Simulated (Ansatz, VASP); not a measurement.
## Two plane-wave programs on AsHF

```xyz
3
Lattice="5.3492 0.0000 0.0000 0.0000 5.3492 0.0000 0.0000 0.0000 2.3186" Properties=species:S:1:pos:R:3 pbc="T T T"
H     0.0000    0.0000    0.0000
As    2.6746    2.6746    1.1593
F     0.0000    0.0000    1.1593
```

Alike in both runs: functional PBE; k mesh 4 × 4 × 8; occupations gaussian, width 0.1 eV; no spin polarisation.

Ansatz relaxed the structure, and its values are those at the end. VASP's run is a single point on that final structure, the one shown.

|  | VASP | Ansatz |
| --- | --- | --- |
| version | VASP 6.6.1 | Ansatz 0.2.0 |
| potentials or method | VASP PAW PBE potentials, release 64 (H, As_d, F), cutoff 700 eV | scalar-relativistic, plane waves, PAW |
| valence electrons in the cell | 23 | 23 |

VASP gave:

- gap on the k mesh at the Fermi level (eV): none
- pressure (GPa): 0.0

Problem. What did Ansatz give for the same quantities?

Solution. gap on the k mesh at the Fermi level (eV): none; pressure (GPa): 0.1.

A gap of «none» marks a metal or a gap that the smearing closes.
